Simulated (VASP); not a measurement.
## Pt: single point with PBEsol

The system is Pt.

```xyz
2
Lattice="2.5508 0.0000 0.0000 -1.2754 2.2091 0.0000 0.0000 0.0000 4.4050" Properties=species:S:1:pos:R:3 pbc="T T T"
Pt    1.2754    0.7364    3.3037
Pt    0.0000    1.4727    1.1012
```

This isn't the form of Pt at room conditions, which is fcc.

```yaml
Program: VASP 6.6.1
Task: single point
Functional: PBEsol
Potentials_or_basis: VASP PAW PBE potentials, release 64 (Pt)
Cutoff: 500 eV
k_mesh: 21 × 21 × 10
Occupations: gaussian, width 0.15 eV
Spin: collinear spin
Starting_moments: "[0.125, 0.125] μB"
Fixed_moment: 0.25 μB
```

```json
{"Pressure": "95.2 GPa", "Net moment": "0.25 μB per cell", "Site moments": "Pt +0.12 μB", "Valence electrons inside the program's atomic spheres": "Pt 9.95"}
```

Stress tensor (GPa, compression positive):
```
99.37  0.00  0.00
 0.00 99.37  0.00
 0.00  0.00 86.73
```

It took 84 s on 1 thread of Intel(R) Xeon(R) 6975P-C (Granite Rapids), on a shared host, peak memory 0.29 GiB.

Caveat: the stress differs along the axes, from 87 to 99 GPa; the PAW data sets were made with another functional, which shifts forces and pressure a little; the total moment is fixed, so each spin has its own Fermi level and the state may be an excited one.
